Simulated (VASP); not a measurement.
PbF2: relaxation of cell and atoms with PBEsol

PbF2:

```
Pb F
1.0
     0.00000    2.96366    2.96366
     2.96366    0.00000    2.96366
     2.96366    2.96366    0.00000
Pb F
1 2
Direct
  0.00000 0.00000 0.00000
  0.75000 0.75000 0.75000
  0.25000 0.25000 0.25000
```

| Item | Value |
| --- | --- |
| Program | VASP 6.6.1 |
| Task | relaxation of cell and atoms |
| Functional | PBEsol |
| Potentials or basis | VASP PAW PBE potentials, release 64 (Pb_d, F) |
| Cutoff | 600 eV |
| k mesh | 8 × 8 × 8 |
| Occupations | fermi-dirac, width 0.05 eV |
| Spin | no spin polarisation |
| Target pressure | 5 GPa |
| Dipole correction | no |
| Further INCAR settings | ALGO = Normal; EDIFF = 1e-07; IBRION = 2; EDIFFG = -0.01; NSW = 60; ISIF = 3 |

- Relaxed volume: 16.11 Å³/atom
- Relaxed cell: a = 4.088 Å, b = 4.088 Å, c = 4.088 Å, α = 60.00°, β = 60.00°, γ = 60.00°
- Space group after relaxing (to 0.1 Å): Fm-3m (No. 225)
- Energy change on relaxing (the run minimises the enthalpy): +12.7 meV/atom
- Ionic steps: 3
- Pressure after relaxing: 5.0 GPa
- Band gap on the k mesh: 4.27 eV (least direct gap 4.44 eV)

Step by step:
```tsv
step	energy change (eV)	largest force (eV/Å)	pressure (GPa)	volume (Å³)
1	0.0000	0.0000	-1.30	52.06
2	0.0871	0.0000	7.77	47.09
3	0.0380	0.0000	5.00	48.33
```

Final structure:
```
CELL_PARAMETERS angstrom
0.00000 2.89100 2.89100
2.89100 0.00000 2.89100
2.89100 2.89100 0.00000
ATOMIC_POSITIONS crystal
Pb 0.00000 0.00000 0.00000
F 0.75000 0.75000 0.75000
F 0.25000 0.25000 0.25000
```

Levels at points of the mesh, in eV from the valence-band top:
```csv
k point,band 10,band 11,band 12,band 13,band 14,band 15,band 16,band 17,band 18
"(0.00, 0.00, 0.00)",-2.99,-2.99,-2.48,-2.48,-2.48,6.71,6.71,6.71,10.66
"(0.50, 0.00, 0.00)",-3.28,-3.28,-2.64,-2.64,-0.07,4.89,7.80,7.80,13.16
"(0.50, 0.50, 0.00)",-4.26,-2.01,-1.98,-1.98,-0.16,4.27,8.08,8.08,8.61
```

Wall time 2.8 min on 1 thread of Intel Xeon 8259CL (shared host), peak memory 0.23 GiB.

Caveat: the cell is relaxed towards a set pressure, so the run minimises the enthalpy, not the energy; the PAW data sets were made with another functional, which shifts forces and pressure a little; spin-orbit coupling is left out, which moves the levels of the heavy elements. A k mesh can miss the band edges.
